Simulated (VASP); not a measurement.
# AlCr2C (P6_3/mmc) in VASP: single point with LDA

Aim: the single point of AlCr2C with LDA.

All numbers are computed with VASP 6.6.1; they aren't measurements. Logs are shortened: lines on timing, memory, paths and dates and some standing lists are left out, and cuts for length are marked.

## Step 1: The cell of the first run

It takes space group P6_3/mmc (No. 194, hexagonal). Conventional cell: a = 2.792 Å, b = 2.792 Å, c = 12.471 Å, α = 90.00°, β = 90.00°, γ = 120.00°. Within 3.6 Å of Al (site symmetry -6m2) lie 6 Cr at 2.62 Å and 6 Al at 2.79 Å and 6 C at 3.51 Å. Within 2.8 Å of Cr (site symmetry 3m) lie 3 C at 1.93 Å and 3 Al at 2.62 Å and 9 Cr at 2.66 to 2.79 Å. Within 2.6 Å of C (site symmetry -3m) lie 6 Cr at 1.93 Å.

## Step 2: Single point, LDA

INCAR reads:

```
SYSTEM = AlCr2C
  PREC = Accurate
  ENCUT = 600
  EDIFF = 1E-6
  ISMEAR = 0
  SIGMA = 0.1
  LREAL = .FALSE.
  LASPH = .TRUE.
  NELM = 120
  ALGO = Normal
  ISIF = 2
  LWAVE = .FALSE.
  LCHARG = .FALSE.
  NBANDS = 45
  GGA_COMPAT = .FALSE.
```

KPOINTS reads:

```
Automatic mesh
0
G
  15 15 4
  0 0 0
```

POSCAR reads:

```
AlCr2C
1.0
    2.7916512223      0.0000000000      0.0000000000
   -1.3958256112      2.4176408770      0.0000000000
    0.0000000000      0.0000000000     12.4708691996
Al Cr C
2 4 2
Direct
    0.6666666667      0.3333333333      0.2500000000
    0.3333333333      0.6666666667      0.7500000000
    0.3333333333      0.6666666667      0.4153687749
    0.6666666667      0.3333333333      0.9153687749
    0.6666666667      0.3333333333      0.5846312251
    0.3333333333      0.6666666667      0.0846312251
    0.0000000000      0.0000000000      0.5000000000
    0.0000000000      0.0000000000      0.0000000000
```

Potentials or basis: VASP PAW LDA potentials, release 64 (Al, Cr_sv, C).

Command:

```
$ cat potpaw_LDA.64/Al/POTCAR potpaw_LDA.64/Cr_sv/POTCAR potpaw_LDA.64/C/POTCAR > POTCAR
$ mpirun -np 1 vasp_std > vasp.out
```

OUTCAR:

```text
SYSTEM = AlCr2C
   PREC = Accurate
   ENCUT = 600
   EDIFF = 1E-6
   ISMEAR = 0
   LREAL = .FALSE.
   LASPH = .TRUE.
   NELM = 120
   ISIF = 2

 ion  position               nearest neighbor table
   1  0.667  0.333  0.250-   3 2.62   6 2.62   3 2.62   6 2.62   3 2.62   6 2.62
   2  0.333  0.667  0.750-   4 2.62   5 2.62   4 2.62   5 2.62   4 2.62   5 2.62
   3  0.333  0.667  0.415-   7 1.93   7 1.93   7 1.93   1 2.62   1 2.62   1 2.62   5 2.66   5 2.66
                             5 2.66
   4  0.667  0.333  0.915-   8 1.93   8 1.93   8 1.93   2 2.62   2 2.62   2 2.62   6 2.66   6 2.66
                             6 2.66
   5  0.667  0.333  0.585-   7 1.93   7 1.93   7 1.93   2 2.62   2 2.62   2 2.62   3 2.66   3 2.66
                             3 2.66
   6  0.333  0.667  0.085-   8 1.93   8 1.93   8 1.93   1 2.62   1 2.62   1 2.62   4 2.66   4 2.66
                             4 2.66
   7  0.000  0.000  0.500-   3 1.93   5 1.93   5 1.93   3 1.93   5 1.93   3 1.93
   8  0.000  0.000  0.000-   4 1.93   6 1.93   4 1.93   6 1.93   4 1.93   6 1.93

  LATTYP: Found a hexagonal cell.
 ALAT       =     2.7916512223
 C/A-ratio  =     4.4672017407

  Lattice vectors:

 A1 = (   2.7916512223,   0.0000000000,   0.0000000000)
 A2 = (  -1.3958256112,   2.4176408770,   0.0000000000)
 A3 = (   0.0000000000,   0.0000000000,  12.4708691996)

Analysis of symmetry for initial positions (statically):
=====================================================================
 Subroutine PRICEL returns:
 Original cell was already a primitive cell.

 Routine SETGRP: Setting up the symmetry group for a
 hexagonal supercell.

 Subroutine GETGRP returns: Found 24 space group operations
 (whereof 12 operations were pure point group operations)
 out of a pool of 24 trial point group operations.

The static configuration has the point symmetry D_3d.
 The point group associated with its full space group is D_6h.

Analysis of symmetry for dynamics (positions and initial velocities):
=====================================================================
 Subroutine PRICEL returns:
 Original cell was already a primitive cell.

 Routine SETGRP: Setting up the symmetry group for a
 hexagonal supercell.

 Subroutine GETGRP returns: Found 24 space group operations
 (whereof 12 operations were pure point group operations)
 out of a pool of 24 trial point group operations.

The dynamic configuration has the point symmetry D_3d.
 The point group associated with its full space group is D_6h.

 Subroutine INISYM returns: Found 24 space group operations
 (whereof 12 operations are pure point group operations),
 and found     1 'primitive' translations

----------------------------------------------------------------------------------------

                                     Primitive cell

  volume of cell :      84.1685

  direct lattice vectors                    reciprocal lattice vectors
     2.791651222  0.000000000  0.000000000     0.358210937  0.206813181  0.000000000
    -1.395825611  2.417640877  0.000000000     0.000000000  0.413626362  0.000000000
     0.000000000  0.000000000 12.470869200     0.000000000  0.000000000  0.080186873

  length of vectors
     2.791651222  2.791651222 12.470869200     0.413626362  0.413626362  0.080186873

  position of ions in fractional coordinates (direct lattice)
     0.666666667  0.333333333  0.250000000
     0.333333333  0.666666667  0.750000000
     0.333333333  0.666666667  0.415368775
     0.666666667  0.333333333  0.915368775
     0.666666667  0.333333333  0.584631225
     0.333333333  0.666666667  0.084631225
     0.000000000  0.000000000  0.500000000
     0.000000000  0.000000000  0.000000000

  ion indices of the primitive-cell ions
   primitive index   ion index
                 1           1
                 2           2
                 3           3
                 4           4
                 5           5
                 6           6
                 7           7
                 8           8

----------------------------------------------------------------------------------------

 KPOINTS: Automatic mesh

Automatic generation of k-mesh.
 Grid dimensions read from file:
 generate k-points for:   15   15    4

 Generating k-lattice:

  Cartesian coordinates                     Fractional coordinates (reciprocal lattice)
     0.023880729  0.013787545  0.000000000     0.066666667  0.000000000  0.000000000
     0.000000000  0.027575091  0.000000000     0.000000000  0.066666667  0.000000000
     0.000000000  0.000000000  0.020046718     0.000000000  0.000000000  0.250000000

  Length of vectors
     0.027575091  0.027575091  0.020046718

  Shift w.r.t. Gamma in fractional coordinates (k-lattice)
     0.000000000  0.000000000  0.000000000

 Subroutine IBZKPT returns following result:
 ===========================================

 Found     81 irreducible k-points:

 Following reciprocal coordinates:
            Coordinates               Weight
  0.000000  0.000000  0.000000      1.000000
  0.066667  0.000000  0.000000      6.000000
  0.133333  0.000000  0.000000      6.000000
  0.200000  0.000000  0.000000      6.000000
  0.266667  0.000000  0.000000      6.000000
  0.333333  0.000000  0.000000      6.000000
[... 16 lines left out ...]
  0.333333  0.200000  0.000000     12.000000
  0.400000  0.200000  0.000000      6.000000
 [... further k-points ...]
   k-points           NKPTS =     81   k-points in BZ     NKDIM =     81   number of bands    NBANDS=     45
   number of dos      NEDOS =    301   number of ions     NIONS =      8
   total plane-waves  NPLWV =  57600
   dimension x,y,z NGX =    24 NGY =   24 NGZ =  100
   dimension x,y,z NGXF=    48 NGYF=   48 NGZF=  200
   ions per type =               2   4   2
   NGX,Y,Z   is equivalent  to a cutoff of  14.29, 14.29, 13.33 a.u.
   NGXF,Y,Z  is equivalent  to a cutoff of  28.58, 28.58, 26.66 a.u.
 SYSTEM =  AlCr2C
   PREC   = accura    normal or accurate (medium, high low for compatibility)
   ISTART =      0    job   : 0-new  1-cont  2-samecut
   ICHARG =      2    charge: 1-file 2-atom 10-const
   ISPIN  =      1    spin polarized calculation?
   LNONCOLLINEAR =      F non collinear calculations
   LSORBIT =      F    spin-orbit coupling
   LASPH  =      T    aspherical Exc in radial PAW
   ENCUT  =  600.0 eV  44.10 Ry    6.64 a.u.   5.58  5.58 24.91*2*pi/ulx,y,z
   NELM   =    120;   NELMIN=  2; NELMDL= -5     # of ELM steps
   EDIFF  = 0.1E-05   stopping-criterion for ELM
   LREAL  =      F    real-space projection
   EDIFFG = 0.1E-04   stopping-criterion for IOM
   NSW    =      0    number of steps for IOM
   IBRION =     -1    ionic relax: 0-MD 1-quasi-New 2-CG
   NFREE  =      0    steps in history (QN), initial steepest desc. (CG)
   ISIF   =      2    stress and relaxation
   ISYM   =      2    0-nonsym 1-usesym 2-fastsym
   POTIM  = 0.5000    time-step for ionic-motion
   TEBEG  =    0.0;   TEEND  =   0.0 temperature during run
   PSTRESS=    0.0 pullay stress
   NELECT =      70.0000    total number of electrons
   NUPDOWN=      -1.0000    fix difference up-down
   EMIN   =  10.00;   EMAX   =-10.00  energy-range for DOS
   EFERMI =   0.00;   METHOD = LEGACY
   ISMEAR =     0;   SIGMA  =   0.10  broadening in eV -4-tet -1-fermi 0-gaus
   EFERMI_NEDOS =   21; number of points for ismear=-14 and -15
   IALGO  =     38    algorithm
   IMIX   =      4    mixing-type and parameters
     AMIX     =   0.40;   BMIX     =  1.00
     AMIX_MAG =   1.60;   BMIX_MAG =  1.00
  volume/ion in A,a.u.               =      10.52        71.00
  Fermi-wavevector in a.u.,A,eV,Ry     =   1.539540  2.909309 32.248300  2.370183
  Thomas-Fermi vector in A             =   2.645753
   LORBIT       =      0    0 simple, 1 ext, 2 COOP (PROOUT), +10 PAW based schemes
   GGA     = CA    functional components
   LHFCALC =     F    Hartree Fock is set to
   AEXX    =    0.0000 exact exchange contribution
   IVDW    =     0    specifies the selected vdW correction
   LEPSILON=     F    determine dielectric tensor
   LRPA    =     F    only Hartree local field effects (RPA)
 non-spin polarized calculation
 Gauss-broadening in eV      SIGMA  =   0.10
  energy-cutoff  :      600.00
  volume of cell :       84.17
 maximum number of plane-waves:      2870
 NGX is ok and might be reduce to    24
   NGX = 11   NGY = 11   NGZ = 49

 number of electron      70.0000056 magnetization

 Free energy of the ion-electron system (eV)
  ---------------------------------------------------
  ext. energy  EPLUGINS =         0.00000000
  ---------------------------------------------------
  free energy    TOTEN  =       -73.30007765 eV

  energy without entropy =      -73.26934981  energy(sigma->0) =      -73.28471373

 E-fermi :  12.0258     XC(G=0): -13.0128

 val. band max:       12.0254678757   @ k =   0.4000   0.0667   0.5000
 cond. band min:      12.0294403122   @ k =   0.2667   0.2000   0.0000
 fundamental gap:      0.0039724365
 Fermi energy:        12.0257594414

 k-point     1 :       0.0000    0.0000    0.0000
  band No.  band energies     occupation
      1     -59.0374      2.00000
      2     -59.0374      2.00000
      3     -58.9684      2.00000
      4     -58.9683      2.00000
      5     -30.9991      2.00000
      6     -30.9975      2.00000
[... 37 lines left out ...]
     44      15.5856      0.00000
     45      17.3359      0.00000

 k-point     2 :       0.0667    0.0000    0.0000
  band No.  band energies     occupation
      1     -59.0347      2.00000
      2     -59.0347      2.00000
      3     -58.9670      2.00000
      4     -58.9669      2.00000
      5     -30.9957      2.00000
      6     -30.9942      2.00000
[... 37 lines left out ...]
     44      15.7180      0.00000
     45      17.5362      0.00000

 k-point     3 :       0.1333    0.0000    0.0000
  band No.  band energies     occupation
      1     -59.0269      2.00000
      2     -59.0268      2.00000
      3     -58.9631      2.00000
      4     -58.9630      2.00000
      5     -30.9870      2.00000
      6     -30.9855      2.00000
[... 997 lines left out ...]
     44      14.8110      0.00000
     45      15.2850      0.00000

 k-point    24 :       0.4000    0.2000    0.0000
  band No.  band energies     occupation
      1     -58.9582      2.00000
      2     -58.9582      2.00000
      3     -58.9439      2.00000
      4     -58.9439      2.00000
      5     -31.0577      2.00000
      6     -31.0575      2.00000
[... 37 lines left out ...]
     44      14.7311      0.00000
     45      15.4678      0.00000

 [... further k-points ...]

------------------------ aborting loop because EDIFF is reached ----------------------------------------

  FORCE on cell =-STRESS in cart. coord.  units (eV):
  Direction    XX          YY          ZZ          XY          YZ          ZX
  --------------------------------------------------------------------------------------
  -------------------------------------------------------------------------------------
  Total       -0.5193583     -0.5193583     -0.5402507      0.0000000      0.0000000      0.0000000
  in kB       -9.8861677     -9.8861677    -10.2838623      0.0000000      0.0000000      0.0000000
  external PRESSURE =     -10.0187326 kB  Pullay stress =       0.0000000 kB

 VOLUME and BASIS-vectors are now :
 -----------------------------------------------------------------------------
  energy-cutoff  :      600.00
  volume of cell :       84.17
      direct lattice vectors                 reciprocal lattice vectors
     2.791651222  0.000000000  0.000000000     0.358210937  0.206813181  0.000000000
    -1.395825611  2.417640877  0.000000000     0.000000000  0.413626362  0.000000000
     0.000000000  0.000000000 12.470869200     0.000000000  0.000000000  0.080186873

 POSITION                                       TOTAL-FORCE (eV/Angst)
 -----------------------------------------------------------------------------------
      1.39583      0.80588      3.11772        -0.000000     -0.000000      0.000000
     -0.00000      1.61176      9.35315        -0.000000     -0.000000      0.000000
     -0.00000      1.61176      5.18001        -0.000000     -0.000000     -0.039040
      1.39583      0.80588     11.41544         0.000000     -0.000000     -0.039040
      1.39583      0.80588      7.29086         0.000000      0.000000      0.039040
     -0.00000      1.61176      1.05542         0.000000      0.000000      0.039040
      0.00000      0.00000      6.23543        -0.000000     -0.000000      0.000000
      0.00000      0.00000      0.00000        -0.000000     -0.000000      0.000000
 -----------------------------------------------------------------------------------
    total drift:                               -0.000000      0.000000     -0.000000

  FREE ENERGIE OF THE ION-ELECTRON SYSTEM (eV)
  ---------------------------------------------------
  free  energy   TOTEN  =       -73.3000776477 eV

  energy  without entropy=      -73.2693498070  energy(sigma->0) =      -73.28471373
```

Wall time 7.3 min (1 thread of AMD EPYC 7R13 (Zen 3), shared host); peak memory 0.37 GiB.

Results:

| Quantity | Value |
| --- | --- |
| Free energy | -73.3001 eV |
| Pressure | -1.0 GPa |
| Largest force | 0.039 eV/Å |
| Band gap on the k mesh | zero (bands 35 and 36 overlap by 0.89 eV) |

Forces on the atoms (eV/Å):
```
Al   0.000  0.000  0.000
Al   0.000  0.000  0.000
Cr   0.000  0.000 -0.039
Cr   0.000  0.000 -0.039
Cr   0.000  0.000  0.039
Cr   0.000  0.000  0.039
C    0.000  0.000  0.000
C    0.000  0.000  0.000
```

Caveat: the run has no spin polarisation, though such a crystal can be magnetic.
